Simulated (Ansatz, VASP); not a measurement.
## KBr in VASP and in Ansatz

POSCAR

```
KBr
1.0
    0.0000000000      3.3912750000      3.1937250000
    3.3912750000      0.0000000000      3.1937250000
    3.3912750000      3.3912750000      0.0000000000
K Br
1 1
Direct
    0.0000000000      0.0000000000      0.0000000000
    0.5000000000      0.5000000000      0.5000000000
```

Contents of INCAR.step1:

```
SYSTEM = KBr
PREC = Accurate ; ENCUT = 520
ISMEAR = 0 ; SIGMA = 0.05
LREAL = .False. ; LASPH = .True.
NELM = 100 ; NBANDS = 15
GGA = PE ; ALGO = Normal
EDIFF = 1E-4 ; LWAVE = .True.
LCHARG = .False.
```

INCAR.step2

```
SYSTEM = KBr
PREC = Accurate ; ENCUT = 520
EDIFF = 1E-7 ; ISMEAR = 0
SIGMA = 0.05 ; LREAL = .False.
LASPH = .True. ; NELM = 100
ALGO = Normal ; ISIF = 2
LWAVE = .False. ; LCHARG = .True.
METAGGA = R2SCAN ; LMIXTAU = .True.
LELF = .True. ; LVHAR = .True.
NBANDS = 15 ; ISTART = 1
```

File KPOINTS:

```
regular mesh
0
Gamma
  6 6 6
  0 0 0
```

Input for Ansatz:

```yaml
crystal:
  lattice:
    - [0.0, 3.391275, 3.193725]
    - [3.391275, 0.0, 3.193725]
    - [3.391275, 3.391275, 0.0]
  atoms:
    - { symbol: K, position: [0.0, 0.0, 0.0] }
    - { symbol: Br, position: [0.5, 0.5, 0.5] }
basis:
  ecutwfc: 500
kpoints:
  mp_grid: { grid: [6, 6, 6] }
hamiltonian:
  xc: r2scan
scf:
  occupations: { method: gaussian, width: 0.05 }
output:
  forces: true
  stress: true
  eigenvalues: true
```

Change from the starting cell: strain +0.030 along x and y, -0.030 along z, atoms carried along.

Alike in both runs: task single point; functional r2SCAN; k mesh 6 × 6 × 6; occupations gaussian, width 0.05 eV; no spin polarisation.

```csv
,VASP,Ansatz
version,VASP 6.6.1,Ansatz 0.2.0
potentials or method,"VASP PAW PBE potentials, release 64 (K_sv, Br), cutoff 520 eV","scalar-relativistic, plane waves, PAW"
valence electrons in the cell,16,16
```

|  | VASP | Ansatz | Ansatz less VASP |
| --- | --- | --- | --- |
| gap on the k mesh at the Fermi level (eV) | 4.99 | 4.98 | -0.002 |
| least direct gap on the mesh (eV) | 4.99 | 4.98 | -0.002 |
| pressure (GPa) | -0.1 | -0.1 | 0.00 |
| traceless stress, the component that is largest in VASP (GPa) | 1.43 | 1.42 | -0.016 |

VASP's potentials were made for PBE, not for r2SCAN.
